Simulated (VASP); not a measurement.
ZrNbN2, 4 atoms in the cell. It takes space group R-3m (No. 166, trigonal). Conventional cell: a = 3.223 Å, b = 3.223 Å, c = 15.518 Å, α = 90.00°, β = 90.00°, γ = 120.00°. Within 3.0 Å of Zr (site symmetry -3m) lie 6 N at 2.27 Å. Nb (site symmetry -3m) has 6 N at 2.26 Å within 3.0 Å. Within 3.0 Å of N (site symmetry 3m) lie 3 Nb at 2.26 Å and 3 Zr at 2.27 Å. 

- Program: VASP 6.6.1
- Task: single point
- Functional: PBEsol
- Potentials or basis: VASP PAW PBE potentials, release 64 (Zr_sv, Nb_sv, N)
- Cutoff: 520 eV
- k mesh: 9 × 9 × 9
- Occupations: methfessel-paxton, width 0.1 eV
- Spin: no spin polarisation
- Dipole correction: no
- Further INCAR settings: ALGO = Normal; EDIFF = 1e-06; NBANDS = 26

Potentials or basis: VASP PAW PBE potentials, release 64 (Zr_sv, Nb_sv, N).

Command:

```console
$ cat potpaw_PBE.64/Zr_sv/POTCAR potpaw_PBE.64/Nb_sv/POTCAR potpaw_PBE.64/N/POTCAR > POTCAR
$ mpirun -np 1 vasp_std > vasp.out
```

Hardware: 1 thread of AMD EPYC 7R13 (shared host).

Question: How long does it take, and how much memory?

Answer: Wall time 8 min on 1 thread of AMD EPYC 7R13, on a shared host, peak memory 0.29 GiB. Counts: scf iterations 14, k points 85.
